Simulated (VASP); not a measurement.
Ge:

```
Ge
1.0
     3.00765    0.00000    0.00000
    -1.50383    2.60470    0.00000
     0.00000    0.00000    9.82300
Ge
4
Direct
  0.00000 0.00000 0.00000
  0.00000 0.00000 0.50000
  0.33333 0.66667 0.25000
  0.66667 0.33333 0.75000
```

This isn't the form of Ge at room conditions, which is diamond.

| Property | Result |
| --- | --- |
| Program | VASP 6.6.1 |
| Task | relaxation of cell and atoms |
| Functional | RPBE |
| Potentials or basis | VASP PAW PBE potentials, release 64 (Ge_d) |
| Cutoff | 600 eV |
| k mesh | 12 × 12 × 4 |
| Occupations | fermi-dirac, width 0.1 eV |
| Spin | no spin polarisation |

At the start: pressure 2.3 GPa; volume 19.24 Å³/atom.

Where does the relaxation end?

Over 8 steps the energy falls by 6.2 meV/atom and the volume is 20.03 Å³/atom (+4.1 %); space group P6_3/mmc (No. 194, to 0.1 Å) before and after.

The path:
```csv
step,energy change (eV),largest force (eV/Å),pressure (GPa),volume (Å³)
1,0.0000,0.0000,2.32,76.95
2,-0.0247,0.0000,0.01,80.09
3,-0.0247,0.0000,0.01,80.10
4,-0.0247,0.0000,0.10,80.11
5,-0.0248,0.0000,0.12,80.12
6,-0.0247,0.0000,0.15,80.15
7,-0.0248,0.0000,-0.07,80.13
8,-0.0248,0.0000,-0.03,80.13
```

Final structure:
```
Ge
1.0
     3.04343    0.00000    0.00000
    -1.52171    2.63568    0.00000
     0.00000    0.00000    9.98941
Ge
4
Direct
  0.00000 0.00000 0.00000
  0.00000 0.00000 0.50000
  0.33333 0.66667 0.25000
  0.66667 0.33333 0.75000
```

Caveat: the PAW data sets were made with another functional, which shifts forces and pressure a little.
